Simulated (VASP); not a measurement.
A run of VASP 6.6.1 is set up as follows.

Contents of INCAR:

```
SYSTEM = Na
ALGO = Fast
EDIFF = 1E-7
ENCUT = 520
GGA = CA
ISIF = 2
ISMEAR = -1
LASPH = .True.
LCHARG = .True.
LELF = .True.
LREAL = .False.
LVHAR = .True.
LWAVE = .False.
NBANDS = 14
NELM = 80
PREC = Accurate
SIGMA = 0.05
```

The input KPOINTS:

```
k-points
0
Gamma
  8 8 5
  0 0 0
```

The input POSCAR:

```
Na
1.0
    3.7919477469      0.0000000000      0.0000000000
   -1.8959738735      3.2839230787      0.0000000000
    0.0000000000      0.0000000000      6.1947561546
Na
2
Direct
    0.6666666667      0.3333333333      0.7500000000
    0.3333333333      0.6666666667      0.2500000000
```

Potentials or basis: VASP PAW LDA potentials, release 64 (Na_pv).

Command:

```bash
$ cat potpaw_LDA.64/Na_pv/POTCAR > POTCAR
$ mpirun -np 1 vasp_std > vasp.out
```

**Question.** What does it give for the pressure?

**Answer.** -1.0 GPa.

**Question.** Predict the band gap on the k mesh.

**Answer.** Zero (band 7 reaches 1.49 eV, above the bottom of band 8 at -1.71 eV).

Stress tensor (GPa, compression positive):
```
-0.93  0.00  0.00
 0.00 -0.93  0.00
 0.00  0.00 -1.17
```
